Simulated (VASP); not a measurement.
A run of VASP 6.6.1:

Contents of INCAR:

```
SYSTEM = Ti12Si
PREC     = Accurate       ! precision mode
ENCUT    = 520            ! plane-wave cutoff, eV
EDIFF    = 1E-6           ! SCF threshold, eV
ISMEAR   = 0              ! smearing method
SIGMA    = 0.1            ! smearing width, eV
LREAL    = .FALSE.        ! projectors in reciprocal space
LASPH    = .TRUE.         ! aspherical terms in the spheres
NELM     = 80             ! most SCF steps
ALGO     = Normal         ! electronic algorithm
ISIF     = 2              ! what is computed and relaxed
LWAVE    = .FALSE.        ! write WAVECAR
LCHARG   = .TRUE.         ! write CHGCAR
LDIPOL   = .TRUE.       
IDIPOL   = 3            
DIPOL    = 0.5 0.5 0.306
GGA      = PE             ! functional
IVDW     = 12             ! dispersion correction
LELF     = .TRUE.         ! ELF
LVHAR    = .TRUE.       
LVACPOTAV= .TRUE.       
NBANDS   = 86             ! bands
```

File KPOINTS:

```
Automatic mesh
0
G
  6 6 1
  0 0 0
```

The input POSCAR:

```
Ti12Si
1.0
    5.7099611434      0.0000000000      0.0000000000
   -2.8549805717      4.9449714048      0.0000000000
    0.0000000000      0.0000000000     21.5932633302
Ti Si
12 1
Direct
    0.3333333333      0.1666666667      0.1852429593
    0.3333333333      0.6666666667      0.1852429593
    0.8333333333      0.1666666667      0.1852429593
    0.8333333333      0.6666666667      0.1852429593
    0.1666666667      0.3333333333      0.2894365806
    0.1666666667      0.8333333333      0.2894365806
    0.6666666667      0.3333333333      0.2894365806
    0.6666666667      0.8333333333      0.2894365806
    0.0000000000      0.0000000000      0.3933293083
    0.0000000000      0.5000000000      0.3933293083
    0.5000000000      0.0000000000      0.3933293083
    0.5000000000      0.5000000000      0.3933293083
    0.0000000000      0.2500000000      0.5091061579
```

Potentials or basis: VASP PAW PBE potentials, release 64 (Ti_sv, Si).

Run with:

```bash
$ cat potpaw_PBE.64/Ti_sv/POTCAR potpaw_PBE.64/Si/POTCAR > POTCAR
$ mpirun -np 1 vasp_std > vasp.out
```

Hardware: 1 thread of AMD EPYC 9R45 96-Core Processor (Zen 5) (shared host).

How long does it take, and how much memory?

It took 30 min on 1 thread of AMD EPYC 9R45 96-Core Processor (Zen 5) (shared host), peak memory 0.84 GiB. Counts: scf iterations 44, k points 13.
